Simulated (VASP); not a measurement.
Write the native input for VASP 6.6.1 that does the following.

```
Task                   : single point
Functional             : PBEsol
Potentials or basis    : VASP PAW PBE potentials, release 64 (La, Li_sv, Ga_d, O)
Cutoff                 : 650 eV
k mesh                 : 1 × 1 × 1, shifted
Occupations            : fermi-dirac, width 0.05 eV
Spin                   : no spin polarisation
Dipole correction      : no
Mended                 : yes
Further INCAR settings : LREAL = Auto; ALGO = Normal; EDIFF = 1e-06; NBANDS = 185; ISYM = -1
```

The structure of LiLa8Ga7O23 (a cell with a defect) lies in POSCAR:

```
LiLa8Ga7O23
1.0
    7.7293080000      0.0000000000      0.0000000000
    0.0000000000      7.7293080000      0.0000000000
    0.0000000000      0.0000000000      7.7293080000
La Li Ga O
8 1 7 23
Direct
    0.9847870000      0.0053330000      0.0153390000
    0.9902250000      0.0093720000      0.5204140000
    0.0098540000      0.4805660000      0.9957830000
    0.0141590000      0.4893610000      0.4737360000
    0.4925140000      0.0098480000      0.0189570000
    0.4859290000      0.0145010000      0.5027060000
    0.5069230000      0.4832150000      0.9910540000
    0.5147660000      0.4958860000      0.4813470000
    0.2522850000      0.2490500000      0.2434940000
    0.2501960000      0.2480820000      0.7501400000
    0.2504660000      0.7520880000      0.2626760000
    0.2476260000      0.7509650000      0.7337120000
    0.7515390000      0.2485770000      0.2532050000
    0.7487050000      0.2511590000      0.7493250000
    0.7526320000      0.7502230000      0.2505240000
    0.7499190000      0.7470230000      0.7570180000
    0.2816010000      0.2781890000      0.9895030000
    0.2185930000      0.2208350000      0.5066020000
    0.2206040000      0.7919440000      0.4982930000
    0.7152350000      0.2221800000      0.9985000000
    0.7837780000      0.2890230000      0.5042020000
    0.7264280000      0.7980930000      0.0030100000
    0.7761410000      0.7025990000      0.5059130000
    0.9946610000      0.2798330000      0.2248290000
    0.9959430000      0.2121740000      0.7818710000
    0.0031450000      0.7032360000      0.2167510000
    0.0101460000      0.7853680000      0.7975530000
    0.5083290000      0.2196690000      0.2820770000
    0.5021250000      0.2843320000      0.7117040000
    0.5037420000      0.7926070000      0.2760470000
    0.4901980000      0.7012360000      0.7503890000
    0.2301130000      0.9750400000      0.1832060000
    0.2922690000      0.9908920000      0.7833350000
    0.2908290000      0.5171070000      0.2476840000
    0.2054830000      0.5061850000      0.7318460000
    0.7934340000      0.9977270000      0.2878230000
    0.7218260000      0.9959020000      0.7056790000
    0.7111200000      0.5018570000      0.2217810000
    0.7779200000      0.5005000000      0.7981210000
```

The input as run:

INCAR

```
PREC = Accurate
ENCUT = 650
EDIFF = 1E-6
ISMEAR = -1
SIGMA = 0.05
LREAL = Auto
LASPH = True
NELM = 200
ALGO = Normal
ISIF = 2
LWAVE = False
LCHARG = False
GGA = PS
NBANDS = 185
ISYM = -1
GGA_COMPAT = False
LMAXMIX = 6
```

KPOINTS

```
explicit points
1
Reciprocal
  0.25000000   0.25000000   0.25000000 1
```

Potentials or basis: VASP PAW PBE potentials, release 64 (La, Li_sv, Ga_d, O).

Command:

```bash
$ cat potpaw_PBE.64/La/POTCAR potpaw_PBE.64/Li_sv/POTCAR potpaw_PBE.64/Ga_d/POTCAR potpaw_PBE.64/O/POTCAR > POTCAR
$ mpirun -np 1 vasp_std > vasp.out
```

It gave:

```yaml
Pressure: 3.4 GPa
Largest_force: 0.054 eV/Å
Band_gap_on_the_k_mesh: 3.12 eV
```

Caveat: the PAW data sets were made with another functional, which shifts forces and pressure a little; spin-orbit coupling is left out, which moves the levels of the heavy elements.

Wall time 14 min on 1 thread of AMD EPYC 7571, on a shared host, peak memory 0.62 GiB.
